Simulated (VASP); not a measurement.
# Rh in VASP: a series of runs, part 2 of 2

VASP 6.6.1.

### Step 5. Single point, PBEsol

Contents of INCAR:

```
PREC     = Accurate       # precision mode
ENCUT    = 520            # plane-wave cutoff, eV
EDIFF    = 1E-6           # SCF threshold, eV
ISMEAR   = -1             # smearing method
SIGMA    = 0.1            # smearing width, eV
LREAL    = F              # projectors in reciprocal space
LASPH    = T              # aspherical terms in the spheres
NELM     = 100            # most SCF steps
ALGO     = Normal         # electronic algorithm
ISIF     = 2              # what is computed and relaxed
LWAVE    = F              # write WAVECAR
LCHARG   = F              # write CHGCAR
GGA      = PS             # functional
NBANDS   = 22             # bands
```

Contents of KPOINTS:

```
Automatic mesh
0
Gamma
  10 10 5
```

Contents of POSCAR:

```
Rh
1.0
    2.7309800000      0.0000000000      0.0000000000
   -1.3654900000      2.3651000000      0.0000000000
    0.0000000000      0.0000000000      4.4284900000
Rh
2
Direct
    0.6666666667      0.3333333333      0.7500000000
    0.3333333333      0.6666666667      0.2612905302
```

Potentials or basis: VASP PAW PBE potentials, release 64 (Rh_pv).

Launch:

```bash
> cat potpaw_PBE.64/Rh_pv/POTCAR > POTCAR
> mpirun -np 1 vasp_std > vasp.out
```

OUTCAR:

```text
PREC = Accurate
   ENCUT = 520
   EDIFF = 1E-6
   ISMEAR = -1
   LREAL = F
   LASPH = T
   NELM = 100
   ISIF = 2
   GGA = PS

 ion  position               nearest neighbor table
   1  0.667  0.333  0.750-   2 2.68   2 2.68   2 2.68   2 2.76   2 2.76   2 2.76
   2  0.333  0.667  0.261-   1 2.68   1 2.68   1 2.68   1 2.76   1 2.76   1 2.76

  LATTYP: Found a hexagonal cell.
 ALAT       =     2.7309800000
 C/A-ratio  =     1.6215754052

  Lattice vectors:

 A1 = (   2.7309800000,   0.0000000000,   0.0000000000)
 A2 = (  -1.3654900000,   2.3651000000,   0.0000000000)
 A3 = (   0.0000000000,   0.0000000000,   4.4284900000)

Analysis of symmetry for initial positions (statically):
=====================================================================
 Subroutine PRICEL returns:
 Original cell was already a primitive cell.

 Routine SETGRP: Setting up the symmetry group for a
 hexagonal supercell.

 Subroutine GETGRP returns: Found 12 space group operations
 (whereof  6 operations were pure point group operations)
 out of a pool of 24 trial point group operations.

The static configuration has the point symmetry C_3v.
 The point group associated with its full space group is D_3d.

Analysis of symmetry for dynamics (positions and initial velocities):
=====================================================================
 Subroutine PRICEL returns:
 Original cell was already a primitive cell.

 Routine SETGRP: Setting up the symmetry group for a
 hexagonal supercell.

 Subroutine GETGRP returns: Found 12 space group operations
 (whereof  6 operations were pure point group operations)
 out of a pool of 24 trial point group operations.

The dynamic configuration has the point symmetry C_3v.
 The point group associated with its full space group is D_3d.

 Subroutine INISYM returns: Found 12 space group operations
 (whereof  6 operations are pure point group operations),
 and found     1 'primitive' translations
[... 102 lines left out ...]
   ISYM   =      2    0-nonsym 1-usesym 2-fastsym
   POTIM  = 0.5000    time-step for ionic-motion
   TEBEG  =    0.0;   TEEND  =   0.0 temperature during run
   PSTRESS=    0.0 pullay stress
   NELECT =      30.0000    total number of electrons
   NUPDOWN=      -1.0000    fix difference up-down
   EMIN   =  10.00;   EMAX   =-10.00  energy-range for DOS
   EFERMI =   0.00;   METHOD = LEGACY
   ISMEAR =    -1;   SIGMA  =   0.10  broadening in eV -4-tet -1-fermi 0-gaus
   EFERMI_NEDOS =   21; number of points for ismear=-14 and -15
   IALGO  =     38    algorithm
   IMIX   =      4    mixing-type and parameters
     AMIX     =   0.40;   BMIX     =  1.00
     AMIX_MAG =   1.60;   BMIX_MAG =  1.00
  volume/ion in A,a.u.               =      14.30        96.51
  Fermi-wavevector in a.u.,A,eV,Ry     =   1.663313  3.143206 37.642022  2.766611
  Thomas-Fermi vector in A             =   2.750052
   LORBIT       =      0    0 simple, 1 ext, 2 COOP (PROOUT), +10 PAW based schemes
   GGA     = PS    functional components
   LHFCALC =     F    Hartree Fock is set to
   AEXX    =    0.0000 exact exchange contribution
   IVDW    =     0    specifies the selected vdW correction
   LEPSILON=     F    determine dielectric tensor
   LRPA    =     F    only Hartree local field effects (RPA)
 non-spin polarized calculation
  energy-cutoff  :      520.00
  volume of cell :       28.60
 maximum number of plane-waves:       785
   NGX = 11   NGY = 11   NGZ = 17

 number of electron      30.0000010 magnetization

 Free energy of the ion-electron system (eV)
  ---------------------------------------------------
  ext. energy  EPLUGINS =         0.00000000
  ---------------------------------------------------
  free energy    TOTEN  =       -16.16863081 eV

  energy without entropy =      -16.04567165  energy(sigma->0) =      -16.10715123

 E-fermi :  11.1310     XC(G=0): -13.9619

 val. band max:       11.1084767660   @ k =   0.0000   0.3000   0.4000
 cond. band min:      11.1421284775   @ k =  -0.1000   0.4000   0.4000
 fundamental gap:      0.0336517115
 Fermi energy:        11.1310211618

 k-point     1 :       0.0000    0.0000    0.0000
  band No.  band energies     occupation
      1     -35.8583      2.00000
      2     -35.2935      2.00000
      3     -35.2934      2.00000
      4     -35.1993      2.00000
      5     -35.1984      2.00000
      6     -35.1984      2.00000
[... 589 lines left out ...]
     21      24.7808      0.00000
     22      25.6036      0.00000

 [... further k-points ...]
[... 5 lines left out ...]
  --------------------------------------------------------------------------------------
  -------------------------------------------------------------------------------------
  Total       -2.2974459     -2.2974497     -2.3246619      0.0000000      0.0000000      0.0000000
  in kB     -128.6862593   -128.6864707   -130.2107028      0.0000000      0.0000000      0.0000000
  external PRESSURE =    -129.1944776 kB  Pullay stress =       0.0000000 kB

 VOLUME and BASIS-vectors are now :
 -----------------------------------------------------------------------------
  energy-cutoff  :      520.00
  volume of cell :       28.60
      direct lattice vectors                 reciprocal lattice vectors
     2.730980000  0.000000000  0.000000000     0.366168921  0.211407551  0.000000000
    -1.365490000  2.365100000  0.000000000     0.000000000  0.422815103  0.000000000
     0.000000000  0.000000000  4.428490000     0.000000000  0.000000000  0.225810604

 POSITION                                       TOTAL-FORCE (eV/Angst)
 -----------------------------------------------------------------------------------
      1.36549      0.78837      3.32137         0.000000      0.000000      0.403859
     -0.00000      1.57673      1.15712        -0.000000     -0.000000     -0.403859
 -----------------------------------------------------------------------------------
    total drift:                               -0.000000      0.000000     -0.000020

  FREE ENERGIE OF THE ION-ELECTRON SYSTEM (eV)
  ---------------------------------------------------
  free  energy   TOTEN  =       -16.1686308135 eV

  energy  without entropy=      -16.0456716474  energy(sigma->0) =      -16.10715123
```

OSZICAR:

```text
N       E                     dE             d eps       ncg     rms          rms(c)
DAV:   1     0.324304225591E+03    0.32430E+03   -0.19088E+04  2552   0.158E+03
DAV:   2    -0.102397896073E+02   -0.33454E+03   -0.32279E+03  2660   0.470E+02
DAV:   3    -0.173687077668E+02   -0.71289E+01   -0.70939E+01  2972   0.775E+01
DAV:   4    -0.174160095818E+02   -0.47302E-01   -0.47297E-01  2900   0.638E+00
DAV:   5    -0.174167299412E+02   -0.72036E-03   -0.72035E-03  3014   0.809E-01    0.144E+01
DAV:   6    -0.162106539941E+02    0.12061E+01   -0.29399E+00  2876   0.180E+01    0.432E+00
DAV:   7    -0.161767706031E+02    0.33883E-01   -0.47096E-02  2978   0.185E+00    0.208E+00
DAV:   8    -0.161690938675E+02    0.76767E-02   -0.90072E-03  2768   0.110E+00    0.355E-01
DAV:   9    -0.161686182546E+02    0.47561E-03   -0.43696E-04  2966   0.251E-01    0.374E-02
DAV:  10    -0.161686302478E+02   -0.11993E-04   -0.60169E-06  2900   0.238E-02    0.105E-02
DAV:  11    -0.161686308135E+02   -0.56570E-06   -0.10360E-06  2212   0.979E-03
   1 F= -.16168631E+02 E0= -.16107151E+02  d E =-.122959E+00
```

stdout:

```text
POSCAR found type information on POSCAR Rh
 POSCAR found :  1 types and       2 ions
 scaLAPACK will be used
 -----------------------------------------------------------------------------
|                                                                             |
|                                                                             |
|     You enforced a specific xc type in the INCAR file but a different       |
|     I HOPE YOU KNOW WHAT YOU ARE DOING!                                     |
|                                                                             |
 -----------------------------------------------------------------------------

 LDA part: xc-table for (Slater+PW92), standard interpolation
 POSCAR, INCAR and KPOINTS ok, starting setup
 FFT: planning ... GRIDC
 FFT: planning ... GRID_SOFT
 FFT: planning ... GRID
 WAVECAR not read
 entering main loop
```

Wall time 11 s (1 thread of Intel Xeon 6975P-C (Granite Rapids), shared host); peak memory 0.16 GiB.

What came out:

| Property | Result |
| --- | --- |
| Free energy | -16.1686 eV |
| Pressure | -12.9 GPa |
| Largest force | 0.404 eV/Å |
| Band gap on the k mesh | zero (band 15 reaches 11.72 eV, above the bottom of band 16 at 9.63 eV) |

Forces in eV/Å, atoms in the order of the input:
```
Rh   0.000  0.000  0.404
Rh   0.000  0.000 -0.404
```

Caveat: the PAW data sets were made with another functional, which shifts forces and pressure a little.

### Step 6. Single point, PBEsol

Contents of INCAR:

```
SYSTEM = Rh
  ALGO = Normal
  EDIFF = 1E-6
  ENCUT = 520
  GGA = PS
  ISIF = 2
  ISMEAR = -1
  LASPH = .True.
  LCHARG = .False.
  LREAL = .False.
  LWAVE = .False.
  NBANDS = 22
  NELM = 100
  PREC = Accurate
  SIGMA = 0.1
```

Contents of KPOINTS:

```
k-points
0
Gamma
  10 10 5
  0 0 0
```

Changes to POSCAR since step 5:

```diff
@@ -9,2 +9,2 @@
     0.6666666667      0.3333333333      0.7500000000
-    0.3333333333      0.6666666667      0.2612905302
+    0.3333333333      0.6666666667      0.2725810604
```

Potentials or basis: VASP PAW PBE potentials, release 64 (Rh_pv).

Launch:

```bash
> cat potpaw_PBE.64/Rh_pv/POTCAR > POTCAR
> mpirun -np 1 vasp_std > vasp.out
```

OUTCAR:

```text
SYSTEM = Rh
   EDIFF = 1E-6
   ENCUT = 520
   GGA = PS
   ISIF = 2
   ISMEAR = -1
   LASPH = .True.
   LREAL = .False.
   NELM = 100
   PREC = Accurate

 ion  position               nearest neighbor table
   1  0.667  0.333  0.750-   2 2.64   2 2.64   2 2.64   2 2.80   2 2.80   2 2.80
   2  0.333  0.667  0.273-   1 2.64   1 2.64   1 2.64   1 2.80   1 2.80   1 2.80

  LATTYP: Found a hexagonal cell.
 ALAT       =     2.7309800000
 C/A-ratio  =     1.6215754052

  Lattice vectors:

 A1 = (   2.7309800000,   0.0000000000,   0.0000000000)
 A2 = (  -1.3654900000,   2.3651000000,   0.0000000000)
 A3 = (   0.0000000000,   0.0000000000,   4.4284900000)

Analysis of symmetry for initial positions (statically):
=====================================================================
 Subroutine PRICEL returns:
 Original cell was already a primitive cell.

 Routine SETGRP: Setting up the symmetry group for a
 hexagonal supercell.

 Subroutine GETGRP returns: Found 12 space group operations
 (whereof  6 operations were pure point group operations)
 out of a pool of 24 trial point group operations.
[... 153 lines left out ...]

 number of electron      30.0000010 magnetization

 Free energy of the ion-electron system (eV)
  ---------------------------------------------------
  ext. energy  EPLUGINS =         0.00000000
  ---------------------------------------------------
  free energy    TOTEN  =       -16.13822121 eV

  energy without entropy =      -16.01719841  energy(sigma->0) =      -16.07770981

 E-fermi :  11.1390     XC(G=0): -13.9575

 val. band max:       11.1369249755   @ k =   0.4000  -0.0000   0.0000
 cond. band min:      11.1573878214   @ k =  -0.1000   0.4000   0.4000
 fundamental gap:      0.0204628459
 Fermi energy:        11.1390216566

 k-point     1 :       0.0000    0.0000    0.0000
  band No.  band energies     occupation
      1     -35.8747      2.00000
      2     -35.2982      2.00000
      3     -35.2982      2.00000
      4     -35.1999      2.00000
      5     -35.1975      2.00000
      6     -35.1975      2.00000
[... 589 lines left out ...]
     21      24.7875      0.00000
     22      25.4193      0.00000

 [... further k-points ...]
[... 5 lines left out ...]
  --------------------------------------------------------------------------------------
  -------------------------------------------------------------------------------------
  Total       -2.1633893     -2.1633928     -2.0668682      0.0000000      0.0000000      0.0000000
  in kB     -121.1773809   -121.1775799   -115.7709668      0.0000000      0.0000000      0.0000000
  external PRESSURE =    -119.3753092 kB  Pullay stress =       0.0000000 kB

 VOLUME and BASIS-vectors are now :
 -----------------------------------------------------------------------------
  energy-cutoff  :      520.00
  volume of cell :       28.60
      direct lattice vectors                 reciprocal lattice vectors
     2.730980000  0.000000000  0.000000000     0.366168921  0.211407551  0.000000000
    -1.365490000  2.365100000  0.000000000     0.000000000  0.422815103  0.000000000
     0.000000000  0.000000000  4.428490000     0.000000000  0.000000000  0.225810604

 POSITION                                       TOTAL-FORCE (eV/Angst)
 -----------------------------------------------------------------------------------
      1.36549      0.78837      3.32137         0.000000     -0.000000      0.815082
     -0.00000      1.57673      1.20712        -0.000000      0.000000     -0.815082
 -----------------------------------------------------------------------------------
    total drift:                               -0.000000      0.000000     -0.000014

  FREE ENERGIE OF THE ION-ELECTRON SYSTEM (eV)
  ---------------------------------------------------
  free  energy   TOTEN  =       -16.1382212099 eV

  energy  without entropy=      -16.0171984107  energy(sigma->0) =      -16.07770981
```

stdout:

```text
POSCAR found type information on POSCAR Rh
 POSCAR found :  1 types and       2 ions
 scaLAPACK will be used
 -----------------------------------------------------------------------------
|                                                                             |
|                                                                             |
|     You enforced a specific xc type in the INCAR file but a different       |
|     I HOPE YOU KNOW WHAT YOU ARE DOING!                                     |
|                                                                             |
 -----------------------------------------------------------------------------

 LDA part: xc-table for (Slater+PW92), standard interpolation
 POSCAR, INCAR and KPOINTS ok, starting setup
 FFT: planning ... GRIDC
 FFT: planning ... GRID_SOFT
 FFT: planning ... GRID
 WAVECAR not read
 entering main loop
```

It took 12 s on 1 thread of Intel Xeon 6975P-C (Granite Rapids), shared host; peak memory 0.15 GiB.

Results:

- Free energy: -16.1382 eV
- Pressure: -11.9 GPa
- Largest force: 0.815 eV/Å
- Band gap on the k mesh: zero (band 15 reaches 11.71 eV, above the bottom of band 16 at 9.68 eV)

Forces in eV/Å, atoms in the order of the input:
```
Rh   0.000  0.000  0.815
Rh   0.000  0.000 -0.815
```

Caveat: the PAW data sets were made with another functional, which shifts forces and pressure a little.
